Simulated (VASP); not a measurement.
Input of a VASP 6.6.1 run:

File INCAR:

```
SYSTEM = Li2O
ALGO = Normal
EDIFF = 1E-6
ENCUT = 750
GGA = PE
GGA_COMPAT = .False.
ISIF = 2
ISMEAR = 0
LASPH = .True.
LCHARG = .False.
LREAL = .False.
LWAVE = .False.
NBANDS = 13
NELM = 120
PREC = Accurate
SIGMA = 0.02
```

KPOINTS

```
k-points
0
Gamma
  8 8 8
  0 0 0
```

POSCAR

```
Li2O
1.0
    0.0000000000      2.3124167022      2.3124167022
    2.3124167022      0.0000000000      2.3124167022
    2.3124167022      2.3124167022      0.0000000000
O Li
1 2
Direct
    0.0000000000      0.0000000000      0.0000000000
    0.2500000000      0.2500000000      0.2500000000
    0.7500000000      0.7500000000      0.7500000000
```

Potentials or basis: VASP PAW PBE potentials, release 64 (O, Li_sv).

Launch:

```bash
$ cat potpaw_PBE.64/O/POTCAR potpaw_PBE.64/Li_sv/POTCAR > POTCAR
$ mpirun -np 1 vasp_std > vasp.out
```

Problem. What does it give for the band gap on the k mesh?

Solution. 4.97 eV (least direct gap 5.24 eV).

Problem. Estimate the pressure.

Solution. -0.3 GPa.

A k mesh can miss the band edges.
